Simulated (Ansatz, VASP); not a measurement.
# One calculation of MgO, two programs

```xyz
2
Lattice="0.0000 2.1000 2.1000 2.1000 0.0000 2.1000 2.1000 2.1000 0.0000" Properties=species:S:1:pos:R:3 pbc="T T T"
Mg    0.0000    0.0000    0.0000
O     2.1000    2.1000    2.1000
```

Alike in both runs: task single point; functional r2SCAN; k mesh 9 × 9 × 9; occupations fermi-dirac, width 0.05 eV; no spin polarisation.

```csv
,VASP,Ansatz
version,VASP 6.6.1,Ansatz 0.2.0
potentials or method,"VASP PAW PBE potentials, release 64 (Mg_sv, O), cutoff 660 eV","PAW, plane waves, scalar-relativistic"
valence electrons in the cell,16,16
```

|  | VASP | Ansatz | Ansatz less VASP |
| --- | --- | --- | --- |
| pressure (GPa) | 0.3 | 0.5 | +0.21 |

VASP's potentials were made for PBE, not for r2SCAN.
